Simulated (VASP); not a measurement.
# CsLiCr2Te2S3 (R32) in VASP: further runs

Runs on CsLiCr2Te2S3. Level: PBE. Tasks: single point.

Program: VASP 6.6.1. These are calculated values, not measurements. Logs are shortened: lines on timing, memory, paths and dates and some standing lists are left out, and cuts for length are marked.

## Step 1: The cell of the first run

Symmetry: R32, No. 155, trigonal system. Conventional cell: a = 6.285 Å, b = 6.285 Å, c = 17.533 Å, α = 90.00°, β = 90.00°, γ = 120.00°. Cs (site symmetry 32) has 6 S at 3.55 Å and 6 Te at 3.64 Å and 8 Cr at 3.70 to 4.22 Å and 6 Li at 4.66 Å within 4.7 Å. Within 3.0 Å of Li (site symmetry 32) lie 3 S at 2.26 Å and 2 Te at 2.70 Å. Cr (site symmetry 3) has 3 S at 2.16 Å and 1 Te at 2.38 Å within 2.9 Å. Te (site symmetry 3) has 1 Cr at 2.38 Å and 1 Li at 2.70 Å within 3.1 Å. Within 2.9 Å of S (site symmetry 2) lie 2 Cr at 2.16 Å and 1 Li at 2.26 Å.

## Step 2: Single point, PBE, collinear spin, ferromagnetic start

INCAR reads:

```
SYSTEM = CsLiCr2Te2S3
PREC     = Accurate       ! precision mode
ENCUT    = 520            ! plane-wave cutoff, eV
EDIFF    = 1E-7           ! SCF threshold, eV
ISMEAR   = -1             ! smearing method
SIGMA    = 0.05           ! smearing width, eV
LREAL    = .FALSE.        ! projectors in reciprocal space
LASPH    = .TRUE.         ! aspherical terms in the spheres
NELM     = 150            ! most SCF steps
ALGO     = Normal         ! electronic algorithm
ISIF     = 2              ! what is computed and relaxed
LWAVE    = .FALSE.        ! write WAVECAR
LCHARG   = .FALSE.        ! write CHGCAR
ISPIN    = 2              ! spin polarisation
MAGMOM   = 0 0 3 3 0 0 0 0 0 ! initial moments
LORBIT   = 11             ! projections on sites
LMAXMIX  = 4              ! l up to which the mixer works
GGA      = PE             ! functional
NBANDS   = 47             ! bands
```

KPOINTS reads:

```
regular mesh
0
G
  4 4 4
  0 0 0
```

POSCAR reads:

```
CsLiCr2Te2S3
1.0
    3.1425457614      1.8143482255      5.8441875413
   -3.1425457614      1.8143482255      5.8441875413
    0.0000000000     -3.6287006983      5.8441862227
Cs Li Cr Te S
1 1 2 2 3
Direct
    0.0000000000      0.0000000000      0.0000000000
    0.5000000000      0.5000000000      0.5000000000
    0.7892382569      0.7892382569      0.7892382569
    0.2107617431      0.2107617431      0.2107617431
    0.6537592061      0.6537592061      0.6537592061
    0.3462407939      0.3462407939      0.3462407939
    0.1401040218      0.8598959782      0.5000000000
    0.5000000000      0.1401040218      0.8598959782
    0.8598959782      0.5000000000      0.1401040218
```

Potentials or basis: VASP PAW PBE potentials, release 64 (Cs_sv, Li_sv, Cr_pv, Te, S).

Command:

```sh
> cat potpaw_PBE.64/Cs_sv/POTCAR potpaw_PBE.64/Li_sv/POTCAR potpaw_PBE.64/Cr_pv/POTCAR potpaw_PBE.64/Te/POTCAR potpaw_PBE.64/S/POTCAR > POTCAR
> mpirun -np 1 vasp_std > vasp.out
```

OUTCAR:

```text
SYSTEM = CsLiCr2Te2S3
   PREC = Accurate
   ENCUT = 520
   EDIFF = 1E-7
   ISMEAR = -1
   LREAL = .FALSE.
   LASPH = .TRUE.
   NELM = 150
   ISIF = 2
   ISPIN = 2
   LORBIT = 11
   GGA = PE

 ion  position               nearest neighbor table
   1  0.000  0.000  0.000-
   2  0.500  0.500  0.500-   8 2.26   9 2.26   7 2.26   6 2.70   5 2.70
   3  0.789  0.789  0.789-   7 2.16   9 2.16   8 2.16   5 2.38
   4  0.211  0.211  0.211-   7 2.16   8 2.16   9 2.16   6 2.38
   5  0.654  0.654  0.654-   3 2.38   2 2.70   6 3.66   6 3.66   6 3.66
   6  0.346  0.346  0.346-   4 2.38   2 2.70   5 3.66   5 3.66   5 3.66
   7  0.140  0.860  0.500-   3 2.16   4 2.16   2 2.26
   8  0.500  0.140  0.860-   4 2.16   3 2.16   2 2.26
   9  0.860  0.500  0.140-   3 2.16   4 2.16   2 2.26

  LATTYP: Found a trigonal (rhomboedric) cell.
 ALAT       =     6.8790974236
 COS(alpha) =     0.5826212860

  Lattice vectors:

 A1 = (   3.1425457614,   1.8143482255,   5.8441875413)
 A2 = (  -3.1425457614,   1.8143482255,   5.8441875413)
 A3 = (   0.0000000000,  -3.6287006983,   5.8441862227)

Analysis of symmetry for initial positions (statically):
=====================================================================
 Subroutine PRICEL returns:
 Original cell was already a primitive cell.

 Routine SETGRP: Setting up the symmetry group for a
 trigonal (rhombohedral) supercell.

 Subroutine GETGRP returns: Found  6 space group operations
 (whereof  6 operations were pure point group operations)
 out of a pool of 12 trial point group operations.

The static configuration has the point symmetry D_3 .

Analysis of symmetry for dynamics (positions and initial velocities):
=====================================================================
 Subroutine PRICEL returns:
 Original cell was already a primitive cell.

 Routine SETGRP: Setting up the symmetry group for a
 trigonal (rhombohedral) supercell.

 Subroutine GETGRP returns: Found  6 space group operations
 (whereof  6 operations were pure point group operations)
 out of a pool of 12 trial point group operations.

The dynamic configuration has the point symmetry D_3 .

Analysis of structural, dynamic, and magnetic symmetry:
=====================================================================
 Subroutine PRICEL returns:
 Original cell was already a primitive cell.

 Routine SETGRP: Setting up the symmetry group for a
 trigonal (rhombohedral) supercell.

 Subroutine GETGRP returns: Found  6 space group operations
 (whereof  6 operations were pure point group operations)
 out of a pool of 12 trial point group operations.

The overall configuration has the point symmetry D_3 .

 Subroutine INISYM returns: Found  6 space group operations
 (whereof  6 operations are pure point group operations),
 and found     1 'primitive' translations

----------------------------------------------------------------------------------------

                                     Primitive cell

  volume of cell :     199.9300

  direct lattice vectors                    reciprocal lattice vectors
     3.142545761  1.814348226  5.844187541     0.159106673  0.091860267  0.057036754
    -3.142545761  1.814348226  5.844187541    -0.159106673  0.091860267  0.057036754
     0.000000000 -3.628700698  5.844186223     0.000000000 -0.183720574  0.057036687

  length of vectors
     6.879097424  6.879097424  6.879097424     0.192370562  0.192370562  0.192370562

  position of ions in fractional coordinates (direct lattice)
     0.000000000  0.000000000  0.000000000
     0.500000000  0.500000000  0.500000000
     0.789238257  0.789238257  0.789238257
     0.210761743  0.210761743  0.210761743
     0.653759206  0.653759206  0.653759206
     0.346240794  0.346240794  0.346240794
     0.140104022  0.859895978  0.500000000
     0.500000000  0.140104022  0.859895978
     0.859895978  0.500000000  0.140104022

  ion indices of the primitive-cell ions
   primitive index   ion index
                 1           1
                 2           2
                 3           3
[... 51 lines left out ...]
   dimension x,y,z NGX =    54 NGY =   54 NGZ =   54
   dimension x,y,z NGXF=   108 NGYF=  108 NGZF=  108
   ions per type =               1   1   2   2   3
   NGX,Y,Z   is equivalent  to a cutoff of  13.05, 13.05, 13.05 a.u.
   NGXF,Y,Z  is equivalent  to a cutoff of  26.10, 26.10, 26.10 a.u.
 SYSTEM =  CsLiCr2Te2S3
   PREC   = accura    normal or accurate (medium, high low for compatibility)
   ISTART =      0    job   : 0-new  1-cont  2-samecut
   ICHARG =      2    charge: 1-file 2-atom 10-const
   ISPIN  =      2    spin polarized calculation?
   LNONCOLLINEAR =      F non collinear calculations
   LSORBIT =      F    spin-orbit coupling
   LASPH  =      T    aspherical Exc in radial PAW
   ENCUT  =  520.0 eV  38.22 Ry    6.18 a.u.  12.79 12.79 12.79*2*pi/ulx,y,z
   NELM   =    150;   NELMIN=  2; NELMDL= -5     # of ELM steps
   EDIFF  = 0.1E-06   stopping-criterion for ELM
   LREAL  =      F    real-space projection
   EDIFFG = 0.1E-05   stopping-criterion for IOM
   NSW    =      0    number of steps for IOM
   IBRION =     -1    ionic relax: 0-MD 1-quasi-New 2-CG
   NFREE  =      0    steps in history (QN), initial steepest desc. (CG)
   ISIF   =      2    stress and relaxation
   ISYM   =      2    0-nonsym 1-usesym 2-fastsym
   POTIM  = 0.5000    time-step for ionic-motion
   TEBEG  =    0.0;   TEEND  =   0.0 temperature during run
   PSTRESS=    0.0 pullay stress
   NELECT =      66.0000    total number of electrons
   NUPDOWN=      -1.0000    fix difference up-down
   EMIN   =  10.00;   EMAX   =-10.00  energy-range for DOS
   EFERMI =   0.00;   METHOD = LEGACY
   ISMEAR =    -1;   SIGMA  =   0.05  broadening in eV -4-tet -1-fermi 0-gaus
   EFERMI_NEDOS =   21; number of points for ismear=-14 and -15
   IALGO  =     38    algorithm
   IMIX   =      4    mixing-type and parameters
     AMIX     =   0.40;   BMIX     =  1.00
     AMIX_MAG =   1.60;   BMIX_MAG =  1.00
  volume/ion in A,a.u.               =      22.21       149.91
  Fermi-wavevector in a.u.,A,eV,Ry     =   1.131436  2.138105 17.417476  1.280148
  Thomas-Fermi vector in A             =   2.268135
   LORBIT       =     11    0 simple, 1 ext, 2 COOP (PROOUT), +10 PAW based schemes
   GGA     = PE    functional components
   LHFCALC =     F    Hartree Fock is set to
   AEXX    =    0.0000 exact exchange contribution
   IVDW    =     0    specifies the selected vdW correction
   LEPSILON=     F    determine dielectric tensor
   LRPA    =     F    only Hartree local field effects (RPA)
 spin polarized calculation
  energy-cutoff  :      520.00
  volume of cell :      199.93
 maximum number of plane-waves:      5412
 NGX is ok and might be reduce to    54
   NGX = 25   NGY = 25   NGZ = 25

 number of electron      65.9999995 magnetization       4.0043279

 Free energy of the ion-electron system (eV)
  ---------------------------------------------------
  ext. energy  EPLUGINS =         0.00000000
  ---------------------------------------------------
  free energy    TOTEN  =       -44.33666311 eV

  energy without entropy =      -44.31393742  energy(sigma->0) =      -44.32530027

 E-fermi :   5.3394     XC(G=0):  -9.7290

 val. band max:        5.3359605154   @ k =   0.2500   0.0000   0.0000
 cond. band min:       5.4747445490   @ k =   0.2500   0.2500   0.0000
 fundamental gap:      0.1387840336
 Fermi energy:         5.3393512238

 spin component 1

 k-point     1 :       0.0000    0.0000    0.0000
  band No.  band energies     occupation
      1     -40.3030      1.00000
      2     -38.9513      1.00000
      3     -38.9513      1.00000
      4     -38.9467      1.00000
      5     -38.9467      1.00000
      6     -38.8238      1.00000
[... 613 lines left out ...]
     44      11.0494      0.00000
     45      11.0690      0.00000
 Fermi energy:         5.3393512238

 spin component 2

 k-point     1 :       0.0000    0.0000    0.0000
  band No.  band energies     occupation
      1     -40.2894      1.00000
      2     -36.9012      1.00000
      3     -36.8995      1.00000
      4     -36.7143      1.00000
      5     -36.7143      1.00000
      6     -36.7085      1.00000
[... 613 lines left out ...]
     44      11.0687      0.00000
     45      11.2609      0.00000
 [bands above 45 left out]

------------------------ aborting loop because EDIFF is reached ----------------------------------------

  FORCE on cell =-STRESS in cart. coord.  units (eV):
  Direction    XX          YY          ZZ          XY          YZ          ZX
  --------------------------------------------------------------------------------------
  -------------------------------------------------------------------------------------
  Total       12.5094091     12.5094091     12.3194000      0.0000000      0.0000000      0.0000000
  in kB      100.2465472    100.2465472     98.7238725      0.0000000      0.0000004      0.0000000
  external PRESSURE =      99.7389890 kB  Pullay stress =       0.0000000 kB

 VOLUME and BASIS-vectors are now :
 -----------------------------------------------------------------------------
  energy-cutoff  :      520.00
  volume of cell :      199.93
      direct lattice vectors                 reciprocal lattice vectors
     3.142545761  1.814348226  5.844187541     0.159106673  0.091860267  0.057036754
    -3.142545761  1.814348226  5.844187541    -0.159106673  0.091860267  0.057036754
     0.000000000 -3.628700698  5.844186223     0.000000000 -0.183720574  0.057036687

 POSITION                                       TOTAL-FORCE (eV/Angst)
 -----------------------------------------------------------------------------------
      0.00000      0.00000      0.00000         0.000000     -0.000000     -0.000000
      0.00000     -0.00000      8.76628         0.000000     -0.000000     -0.000000
      0.00000     -0.00000     13.83737         0.000000      0.000000     -0.022275
      0.00000     -0.00000      3.69519         0.000000     -0.000000      0.022275
      0.00000     -0.00000     11.46207         0.000000     -0.000000      0.019824
      0.00000     -0.00000      6.07049         0.000000      0.000000     -0.019824
     -2.26198     -0.00000      8.76628         0.000221     -0.000000     -0.000000
      1.13099     -1.95893      8.76628        -0.000111      0.000192      0.000000
      1.13099      1.95893      8.76628        -0.000111     -0.000192     -0.000000
 -----------------------------------------------------------------------------------
    total drift:                                0.000000     -0.000000      0.000000

  FREE ENERGIE OF THE ION-ELECTRON SYSTEM (eV)
  ---------------------------------------------------
  free  energy   TOTEN  =       -44.3366631144 eV

  energy  without entropy=      -44.3139374181  energy(sigma->0) =      -44.32530027

 total charge

# of ion       s       p       d       tot
------------------------------------------
    1        1.839   4.698   0.076   6.613
    2        2.032   0.079   0.000   2.110
    3        0.373   6.346   4.291  11.010
    4        0.373   6.346   4.291  11.010
    5        1.392   2.031   0.031   3.455
    6        1.392   2.031   0.031   3.455
    7        1.340   2.452   0.000   3.791
    8        1.340   2.452   0.000   3.791
    9        1.340   2.452   0.000   3.791
--------------------------------------------------
tot         11.420  28.888   8.721  49.028

 magnetization (x)

# of ion       s       p       d       tot
------------------------------------------
    1       -0.000  -0.005  -0.001  -0.006
    2        0.003   0.003   0.000   0.006
    3        0.029   0.030   2.069   2.128
    4        0.029   0.030   2.069   2.128
    5       -0.004  -0.163   0.005  -0.163
    6       -0.004  -0.163   0.005  -0.163
    7       -0.003  -0.063   0.000  -0.066
    8       -0.003  -0.063   0.000  -0.066
    9       -0.003  -0.063   0.000  -0.066
--------------------------------------------------
tot          0.042  -0.455   4.147   3.733
```

Wall time 7.3 min (1 thread of Intel Xeon Platinum 8488C (Sapphire Rapids), shared host); peak memory 0.63 GiB.

Results:

| Item | Value |
| --- | --- |
| Free energy | -44.3367 eV |
| Largest force | 0.022 eV/Å |
| Band gap on the k mesh | zero (filled and empty bands overlap) |
| Net moment | 4.00 μB per cell |
| Site moments | Cs -0.01; Li +0.01; Cr +2.13; Te -0.16; S -0.07 μB |
| Valence electrons inside the program's atomic spheres | Cs 6.61; Li 2.11; Cr 11.01; Te 3.46; S 3.79 |

Forces in eV/Å, atoms in the order of the input:
```
Cs   0.000  0.000  0.000
Li   0.000  0.000  0.000
Cr   0.000  0.000 -0.022
Cr   0.000  0.000  0.022
Te   0.000  0.000  0.020
Te   0.000  0.000 -0.020
S    0.000  0.000  0.000
S    0.000  0.000  0.000
S    0.000  0.000  0.000
```

Caveat: the cutoff is under 1.25 times the usual one of these potentials, so pressure, stress and relaxed cells hold a basis-set (Pulay) error; spin-orbit coupling is left out, which moves the levels of the heavy elements; only a ferromagnetic start was run, and an antiferromagnetic order may lie lower in energy. With open d or f shells a metallic result of PBE can be an artefact of self-interaction; +U or a hybrid may open a gap.

(Continued in part 2 of 2.)
